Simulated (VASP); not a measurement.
# SiC5 (I4/mmm) in VASP: further runs

The runs below take SiC5 through single point, relaxation of cell and atoms, with PBE.

Program: VASP 6.6.1. These are calculated values, not measurements. Logs are shortened: lines on timing, memory, paths and dates and some standing lists are left out, and cuts for length are marked.

## Step 1: The cell of the first run

It takes space group I4/mmm (No. 139, tetragonal). Conventional cell: a = 4.067 Å, b = 4.067 Å, c = 5.513 Å, α = 90.00°, β = 90.00°, γ = 90.00°. Within 2.6 Å of Si (site symmetry 4/mmm) lie 8 C at 1.99 Å. Within 2.6 Å of C (site symmetry 2/m) lie 2 Si at 1.99 Å and 6 C at 1.99 to 2.03 Å. C (site symmetry 4/mmm) has 8 C at 1.99 Å within 2.6 Å.

The cell was generated, and may not be a known phase.

## Step 2: Single point, PBE, collinear spin

INCAR reads:

```
PREC = Accurate
ENCUT = 520
EDIFF = 1E-6
ISMEAR = 0
SIGMA = 0.1
LREAL = F
LASPH = T
NELM = 150
ALGO = Normal
ISIF = 2
LWAVE = F
LCHARG = F
ISPIN = 2
MAGMOM = 0 1 1 1 1 1
LORBIT = 11
GGA = PE
NBANDS = 25
```

KPOINTS reads:

```
Automatic mesh
0
Gamma
  4 4 4
```

POSCAR reads:

```
SiC5
1.0
   -2.0337242346      2.0337242346      2.7565267269
    2.0337242346     -2.0337242346      2.7565267269
    2.0337242346      2.0337242346     -2.7565267269
Si C
1 5
Direct
    0.5000000000      0.5000000000      0.0000000000
    0.5000000000      0.5000000000      0.5000000000
    0.0000000000      0.0000000000      0.5000000000
    0.5000000000      0.0000000000      0.0000000000
    0.0000000000      0.5000000000      0.0000000000
    0.0000000000      0.0000000000      0.0000000000
```

Potentials or basis: VASP PAW PBE potentials, release 64 (Si, C).

On the command line:

```console
cat potpaw_PBE.64/Si/POTCAR potpaw_PBE.64/C/POTCAR > POTCAR
mpirun -np 1 vasp_std > vasp.out
```

OUTCAR:

```text
PREC = Accurate
   ENCUT = 520
   EDIFF = 1E-6
   ISMEAR = 0
   LREAL = F
   LASPH = T
   NELM = 150
   ISIF = 2
   ISPIN = 2
   LORBIT = 11
   GGA = PE

 ion  position               nearest neighbor table
   1  0.500  0.500  0.000-   2 1.99   3 1.99   4 1.99   5 1.99   2 1.99   4 1.99   5 1.99   3 1.99

   2  0.500  0.500  0.500-   1 1.99   6 1.99   1 1.99   6 1.99   5 2.03   4 2.03   5 2.03   4 2.03

   3  0.000  0.000  0.500-   1 1.99   6 1.99   6 1.99   1 1.99   5 2.03   5 2.03   4 2.03   4 2.03

   4  0.500  0.000  0.000-   1 1.99   6 1.99   1 1.99   6 1.99   3 2.03   2 2.03   2 2.03   3 2.03

   5  0.000  0.500  0.000-   1 1.99   6 1.99   6 1.99   1 1.99   3 2.03   3 2.03   2 2.03   2 2.03

   6  0.000  0.000  0.000-   2 1.99   3 1.99   4 1.99   5 1.99   3 1.99   5 1.99   4 1.99   2 1.99

  LATTYP: Found a body centered tetragonal cell.
 ALAT       =     4.0674484692
 C/A-ratio  =     1.3554083095

  Lattice vectors:

 A1 = (  -2.0337242346,   2.0337242346,   2.7565267269)
 A2 = (   2.0337242346,  -2.0337242346,   2.7565267269)
 A3 = (   2.0337242346,   2.0337242346,  -2.7565267269)

Analysis of symmetry for initial positions (statically):
=====================================================================
 Subroutine PRICEL returns:
 Original cell was already a primitive cell.

 Routine SETGRP: Setting up the symmetry group for a
 body centered tetragonal supercell.

 Subroutine GETGRP returns: Found 16 space group operations
 (whereof 16 operations were pure point group operations)
 out of a pool of 16 trial point group operations.

The static configuration has the point symmetry D_4h.

Analysis of symmetry for dynamics (positions and initial velocities):
=====================================================================
 Subroutine PRICEL returns:
 Original cell was already a primitive cell.

 Routine SETGRP: Setting up the symmetry group for a
 body centered tetragonal supercell.

 Subroutine GETGRP returns: Found 16 space group operations
 (whereof 16 operations were pure point group operations)
 out of a pool of 16 trial point group operations.

The dynamic configuration has the point symmetry D_4h.

Analysis of structural, dynamic, and magnetic symmetry:
=====================================================================
 Subroutine PRICEL returns:
 Original cell was already a primitive cell.

 Routine SETGRP: Setting up the symmetry group for a
 body centered tetragonal supercell.

 Subroutine GETGRP returns: Found 16 space group operations
 (whereof 16 operations were pure point group operations)
 out of a pool of 16 trial point group operations.

The overall configuration has the point symmetry D_4h.

 Subroutine INISYM returns: Found 16 space group operations
 (whereof 16 operations are pure point group operations),
 and found     1 'primitive' translations

----------------------------------------------------------------------------------------

                                     Primitive cell

  volume of cell :      45.6044

  direct lattice vectors                    reciprocal lattice vectors
    -2.033724235  2.033724235  2.756526727     0.000000000  0.245854375  0.181387684
     2.033724235 -2.033724235  2.756526727     0.245854375  0.000000000  0.181387684
     2.033724235  2.033724235 -2.756526727     0.245854375  0.245854375  0.000000000

  length of vectors
     3.983780632  3.983780632  3.983780632     0.305525556  0.305525556  0.347690591

  position of ions in fractional coordinates (direct lattice)
     0.500000000  0.500000000  0.000000000
     0.500000000  0.500000000  0.500000000
     0.000000000  0.000000000  0.500000000
     0.500000000  0.000000000  0.000000000
     0.000000000  0.500000000  0.000000000
     0.000000000  0.000000000  0.000000000

  ion indices of the primitive-cell ions
   primitive index   ion index
                 1           1
                 2           2
                 3           3
                 4           4
                 5           5
                 6           6

----------------------------------------------------------------------------------------

[... 39 lines left out ...]
   k-points           NKPTS =     13   k-points in BZ     NKDIM =     13   number of bands    NBANDS=     25
   number of dos      NEDOS =    301   number of ions     NIONS =      6
   total plane-waves  NPLWV =  27000
   dimension x,y,z NGX =    30 NGY =   30 NGZ =   30
   dimension x,y,z NGXF=    60 NGYF=   60 NGZF=   60
   ions per type =               1   5
   NGX,Y,Z   is equivalent  to a cutoff of  12.52, 12.52, 12.52 a.u.
   NGXF,Y,Z  is equivalent  to a cutoff of  25.04, 25.04, 25.04 a.u.
 SYSTEM =  unknown system
   PREC   = accura    normal or accurate (medium, high low for compatibility)
   ISTART =      0    job   : 0-new  1-cont  2-samecut
   ICHARG =      2    charge: 1-file 2-atom 10-const
   ISPIN  =      2    spin polarized calculation?
   LNONCOLLINEAR =      F non collinear calculations
   LSORBIT =      F    spin-orbit coupling
   LASPH  =      T    aspherical Exc in radial PAW
   ENCUT  =  520.0 eV  38.22 Ry    6.18 a.u.   7.41  7.41  7.41*2*pi/ulx,y,z
   NELM   =    150;   NELMIN=  2; NELMDL= -5     # of ELM steps
   EDIFF  = 0.1E-05   stopping-criterion for ELM
   LREAL  =      F    real-space projection
   EDIFFG = 0.1E-04   stopping-criterion for IOM
   NSW    =      0    number of steps for IOM
   IBRION =     -1    ionic relax: 0-MD 1-quasi-New 2-CG
   NFREE  =      0    steps in history (QN), initial steepest desc. (CG)
   ISIF   =      2    stress and relaxation
   ISYM   =      2    0-nonsym 1-usesym 2-fastsym
   POTIM  = 0.5000    time-step for ionic-motion
   TEBEG  =    0.0;   TEEND  =   0.0 temperature during run
   PSTRESS=    0.0 pullay stress
   NELECT =      24.0000    total number of electrons
   NUPDOWN=      -1.0000    fix difference up-down
   EMIN   =  10.00;   EMAX   =-10.00  energy-range for DOS
   EFERMI =   0.00;   METHOD = LEGACY
   ISMEAR =     0;   SIGMA  =   0.10  broadening in eV -4-tet -1-fermi 0-gaus
   EFERMI_NEDOS =   21; number of points for ismear=-14 and -15
   IALGO  =     38    algorithm
   IMIX   =      4    mixing-type and parameters
     AMIX     =   0.40;   BMIX     =  1.00
     AMIX_MAG =   1.60;   BMIX_MAG =  1.00
  volume/ion in A,a.u.               =       7.60        51.29
  Fermi-wavevector in a.u.,A,eV,Ry     =   1.321731  2.497710 23.769015  1.746973
  Thomas-Fermi vector in A             =   2.451464
   LORBIT       =     11    0 simple, 1 ext, 2 COOP (PROOUT), +10 PAW based schemes
   GGA     = PE    functional components
   LHFCALC =     F    Hartree Fock is set to
   AEXX    =    0.0000 exact exchange contribution
   IVDW    =     0    specifies the selected vdW correction
   LEPSILON=     F    determine dielectric tensor
   LRPA    =     F    only Hartree local field effects (RPA)
 spin polarized calculation
 Gauss-broadening in eV      SIGMA  =   0.10
  energy-cutoff  :      520.00
  volume of cell :       45.60
 maximum number of plane-waves:      1246
 NGX is ok and might be reduce to    30
   NGX = 15   NGY = 15   NGZ = 15

 number of electron      23.9999999 magnetization      -0.0003168

 number of electron      23.9999999 magnetization       0.0000749

 Free energy of the ion-electron system (eV)
  ---------------------------------------------------
  ext. energy  EPLUGINS =         0.00000000
  ---------------------------------------------------
  free energy    TOTEN  =       -34.41526297 eV

  energy without entropy =      -34.40637738  energy(sigma->0) =      -34.41082017

 E-fermi :   9.6041     XC(G=0): -12.4678

 val. band max:        9.5344780422   @ k =   0.5000   0.5000   0.0000
 cond. band min:       9.6306165429   @ k =   0.2500   0.2500   0.2500
 fundamental gap:      0.0961385007
 Fermi energy:         9.6040919486

 spin component 1

 k-point     1 :       0.0000    0.0000    0.0000
  band No.  band energies     occupation
      1      -9.9972      1.00000
      2      -1.5938      1.00000
      3      -0.0655      1.00000
      4      -0.0655      1.00000
      5       1.7529      1.00000
      6       2.2358      1.00000
[... 340 lines left out ...]
     23      18.0266      0.00000
     24      20.1665      0.00000
 Fermi energy:         9.6040919486

 spin component 2

 k-point     1 :       0.0000    0.0000    0.0000
  band No.  band energies     occupation
      1      -9.9972      1.00000
      2      -1.5938      1.00000
      3      -0.0655      1.00000
      4      -0.0655      1.00000
      5       1.7529      1.00000
      6       2.2358      1.00000
[... 340 lines left out ...]
     23      18.0266      0.00000
     24      20.1665      0.00000
 [bands above 24 left out]

------------------------ aborting loop because EDIFF is reached ----------------------------------------

  FORCE on cell =-STRESS in cart. coord.  units (eV):
  Direction    XX          YY          ZZ          XY          YZ          ZX
  --------------------------------------------------------------------------------------
  -------------------------------------------------------------------------------------
  Total        0.0283287      0.0283287      0.0073578      0.0000000      0.0000000      0.0000000
  in kB        0.9952487      0.9952487      0.2584960      0.0000000      0.0000000      0.0000000
  external PRESSURE =       0.7496645 kB  Pullay stress =       0.0000000 kB

 VOLUME and BASIS-vectors are now :
 -----------------------------------------------------------------------------
  energy-cutoff  :      520.00
  volume of cell :       45.60
      direct lattice vectors                 reciprocal lattice vectors
    -2.033724235  2.033724235  2.756526727     0.000000000  0.245854375  0.181387684
     2.033724235 -2.033724235  2.756526727     0.245854375  0.000000000  0.181387684
     2.033724235  2.033724235 -2.756526727     0.245854375  0.245854375  0.000000000

 POSITION                                       TOTAL-FORCE (eV/Angst)
 -----------------------------------------------------------------------------------
      0.00000      0.00000      2.75653        -0.000000     -0.000000      0.000000
      1.01686      1.01686      1.37826        -0.000000     -0.000000     -0.000000
      1.01686      1.01686     -1.37826         0.000000     -0.000000      0.000000
     -1.01686      1.01686      1.37826         0.000000      0.000000     -0.000000
      1.01686     -1.01686      1.37826        -0.000000      0.000000      0.000000
      0.00000      0.00000      0.00000         0.000000     -0.000000      0.000000
 -----------------------------------------------------------------------------------
    total drift:                                0.000000      0.000000     -0.000000

  FREE ENERGIE OF THE ION-ELECTRON SYSTEM (eV)
  ---------------------------------------------------
  free  energy   TOTEN  =       -34.4152629673 eV

  energy  without entropy=      -34.4063773795  energy(sigma->0) =      -34.41082017

 total charge

# of ion       s       p       d       tot
------------------------------------------
    1        0.644   0.894   0.000   1.539
    2        0.944   1.312   0.000   2.256
    3        0.944   1.312   0.000   2.256
    4        0.944   1.312   0.000   2.256
    5        0.944   1.312   0.000   2.256
    6        0.942   1.155   0.000   2.097
--------------------------------------------------
tot          5.363   7.297   0.000  12.660

 magnetization (x)

# of ion       s       p       d       tot
------------------------------------------
    1        0.000   0.000   0.000   0.000
    2        0.000   0.000   0.000   0.000
    3        0.000   0.000   0.000   0.000
    4        0.000   0.000   0.000   0.000
    5        0.000   0.000   0.000   0.000
    6        0.000   0.000   0.000   0.000
--------------------------------------------------
tot          0.000   0.000   0.000   0.000
```

It took 38 s on 1 thread of Intel Xeon Platinum 8259CL at 2.50GHz (Skylake/Cascade Lake), shared host; peak memory 0.18 GiB.

What came out:

```
Free energy                                           : -34.4153 eV
Pressure                                              : 0.1 GPa
Band gap on the k mesh                                : zero (filled and empty bands overlap)
Net moment                                            : 0.00 μB per cell
Valence electrons inside the program's atomic spheres : Si 1.54; C 2.26, 2.10 (each value once)
```

Levels at points of the mesh, in eV from the Fermi level:
Spin up:
| k point | band 8 | band 9 | band 10 | band 11 | band 12 | band 13 | band 14 | band 15 | band 16 | band 17 |
| --- | --- | --- | --- | --- | --- | --- | --- | --- | --- | --- |
| (0.00, 0.00, 0.00) | -6.74 | -6.37 | -6.37 | -5.42 | -5.03 | 0.78 | 3.32 | 3.74 | 4.38 | 4.47 |
| (0.50, 0.00, 0.00) | -7.75 | -2.93 | -1.77 | -1.71 | -1.49 | 0.34 | 1.16 | 1.88 | 2.76 | 5.59 |
| (0.50, 0.50, 0.00) | -3.07 | -2.05 | -1.34 | -0.58 | -0.07 | 0.26 | 0.45 | 0.84 | 1.71 | 2.30 |
| (0.50, 0.50, 0.50) | -4.46 | -2.77 | -1.12 | 0.04 | 0.04 | 0.34 | 0.49 | 0.49 | 2.01 | 5.97 |
Spin down:
| k point | band 10 | band 11 | band 12 | band 13 | band 14 | band 15 |
| --- | --- | --- | --- | --- | --- | --- |
| (0.00, 0.00, 0.00) | -6.37 | -5.42 | -5.03 | 0.78 | 3.32 | 3.74 |
| (0.50, 0.00, 0.00) | -1.77 | -1.71 | -1.49 | 0.34 | 1.16 | 1.88 |
| (0.50, 0.50, 0.00) | -1.34 | -0.58 | -0.07 | 0.26 | 0.45 | 0.84 |
| (0.50, 0.50, 0.50) | -1.12 | 0.04 | 0.04 | 0.34 | 0.49 | 0.49 |

Caveat: the k points lie up to 0.48 Å⁻¹ apart; semilocal functionals underestimate gaps, and a narrow one can read as zero.

## Step 3: Single point, PBE

This run uses another cell than the first one, of 7.62 Å³/atom.

INCAR reads:

```
  PREC = Accurate
  ENCUT = 520
  EDIFF = 1E-6
  ISMEAR = 0
  SIGMA = 0.1
  LREAL = F
  LASPH = T
  NELM = 60
  ALGO = Normal
  ISIF = 2
  LWAVE = F
  LCHARG = F
  GGA = PE
  NBANDS = 21
```

KPOINTS reads:

```
regular mesh
0
Gamma
  14 14 14
```

POSCAR, as its differences from that of step 2:

```diff
@@ -2,5 +2,5 @@
 1.0
-   -2.0337242346      2.0337242346      2.7565267269
-    2.0337242346     -2.0337242346      2.7565267269
-    2.0337242346      2.0337242346     -2.7565267269
+   -2.0302498539      2.0302498539      2.7741235795
+    2.0302498539     -2.0302498539      2.7741235795
+    2.0302498539      2.0302498539     -2.7741235795
 Si C
```

Potentials or basis: VASP PAW PBE potentials, release 64 (Si, C).

On the command line:

```console
cat potpaw_PBE.64/Si/POTCAR potpaw_PBE.64/C/POTCAR > POTCAR
mpirun -np 1 vasp_std > vasp.out
```

Wall time 4 min (1 thread of Intel Xeon Platinum 8259CL at 2.50GHz (Skylake/Cascade Lake), shared host); peak memory 0.29 GiB.

It converged, with:

```
Free energy            : -34.4743 eV
Pressure               : 0.1 GPa
Band gap on the k mesh : zero (bands 12 and 13 overlap by 1.13 eV)
```

Levels at points of the mesh, in eV from the Fermi level:
| k point | band 8 | band 9 | band 10 | band 11 | band 12 | band 13 | band 14 | band 15 | band 16 | band 17 |
| --- | --- | --- | --- | --- | --- | --- | --- | --- | --- | --- |
| (0.00, 0.00, 0.00) | -6.78 | -6.22 | -6.22 | -5.39 | -4.89 | 0.70 | 3.33 | 3.80 | 4.51 | 4.61 |
| (0.50, 0.00, 0.00) | -7.70 | -2.82 | -1.66 | -1.65 | -1.43 | 0.61 | 1.26 | 2.06 | 2.86 | 5.70 |
| (0.50, 0.50, 0.00) | -2.98 | -2.00 | -1.16 | -0.54 | -0.04 | 0.45 | 0.51 | 0.96 | 1.79 | 2.46 |
| (0.50, 0.50, 0.50) | -4.42 | -2.71 | -0.98 | 0.04 | 0.04 | 0.66 | 0.83 | 0.83 | 2.14 | 6.00 |

## Step 4: Relaxation of cell and atoms, PBE, collinear spin

This run uses another cell than the first one, of 24.35 Å³/atom.

INCAR reads:

```
  ALGO = Normal
  EDIFF = 1E-7
  EDIFFG = -0.04
  ENCUT = 600
  GGA = PE
  IBRION = 2
  ISIF = 3
  ISMEAR = 0
  ISPIN = 2
  LASPH = T
  LCHARG = F
  LORBIT = 11
  LREAL = F
  LWAVE = F
  MAGMOM = 0 1 1 1 1 1
  NELM = 150
  NSW = 90
  PREC = Accurate
  SIGMA = 0.1
```

KPOINTS reads:

```
k-points
0
Gamma
  4 4 4
```

POSCAR, as its differences from that of step 3:

```diff
@@ -2,5 +2,5 @@
 1.0
-   -2.0302498539      2.0302498539      2.7741235795
-    2.0302498539     -2.0302498539      2.7741235795
-    2.0302498539      2.0302498539     -2.7741235795
+   -3.1722968700      3.1722968700      3.6292383500
+    3.1722968700     -3.1722968700      3.6292383500
+    3.1722968700      3.1722968700     -3.6292383500
 Si C
```

On the command line:

```console
cat potpaw_PBE.64/Si/POTCAR potpaw_PBE.64/C/POTCAR > POTCAR
mpirun -np 1 vasp_std > vasp.out
```

Run time: 29 min. Hardware: 1 thread of Intel Xeon Platinum 8259CL at 2.50GHz (Skylake/Cascade Lake), shared host; peak memory 0.45 GiB.

The run converged. Its results:

- Free energy: -34.4596 eV
- Relaxed volume: 7.61 Å³/atom
- Relaxed cell: a = 3.984 Å, b = 3.984 Å, c = 3.984 Å, α = 118.55°, β = 118.55°, γ = 92.53°
- Space group after relaxing (to 0.1 Å): I4/mmm (No. 139)
- Pressure after relaxing: -0.2 GPa
- Band gap on the k mesh: zero (filled and empty bands overlap)
- Net moment: 0.00 μB per cell
- Valence electrons inside the program's atomic spheres: Si 1.54; C 2.25, 2.10 (each value once)

Stress tensor (GPa, compression positive):
```
-0.40  0.00  0.00
 0.00 -0.40  0.00
 0.00  0.00  0.23
```

Final structure:
```yaml
crystal:
  lattice:
    - [-2.03575, 2.03575, 2.75452]
    - [2.03575, -2.03575, 2.75452]
    - [2.03575, 2.03575, -2.75452]
  atoms:
    - { symbol: Si, position: [0.50000, 0.50000, 0.00000] }
    - { symbol: C, position: [0.50000, 0.50000, 0.50000] }
    - { symbol: C, position: [0.00000, 0.00000, 0.50000] }
    - { symbol: C, position: [0.50000, 0.00000, 0.00000] }
    - { symbol: C, position: [0.00000, 0.50000, 0.00000] }
    - { symbol: C, position: [0.00000, 0.00000, 0.00000] }
```

Levels at points of the mesh, in eV from the Fermi level:
Spin up:
```
           k point  band 8  band 9  band 10  band 11  band 12  band 13  band 14  band 15  band 16  band 17
(0.00, 0.00, 0.00)   -6.71   -6.37    -6.37    -5.38    -5.05     0.80     3.32     3.76     4.39     4.45
(0.50, 0.00, 0.00)   -7.73   -2.92    -1.77    -1.72    -1.48     0.35     1.16     1.85     2.73     5.58
(0.50, 0.50, 0.00)   -3.04   -2.04    -1.36    -0.59    -0.06     0.26     0.45     0.82     1.72     2.28
(0.50, 0.50, 0.50)   -4.46   -2.79    -1.13     0.06     0.06     0.35     0.49     0.49     2.02     6.08
```
Spin down:
```csv
k point,band 9,band 10,band 11,band 12,band 13,band 14,band 15,band 16
"(0.00, 0.00, 0.00)",-6.37,-6.37,-5.38,-5.05,0.80,3.32,3.76,4.39
"(0.50, 0.00, 0.00)",-2.92,-1.77,-1.72,-1.48,0.35,1.16,1.85,2.73
"(0.50, 0.50, 0.00)",-2.04,-1.36,-0.59,-0.06,0.26,0.45,0.82,1.72
"(0.50, 0.50, 0.50)",-2.79,-1.13,0.06,0.06,0.35,0.49,0.49,2.02
```

Caveat: the volume moved by over 15 % at a fixed basis, so the end points are rough; semilocal functionals underestimate gaps, and a narrow one can read as zero.

[end of part 1 of 2]

The gap in the log of VASP goes by the Fermi energy; the results here count the filled bands.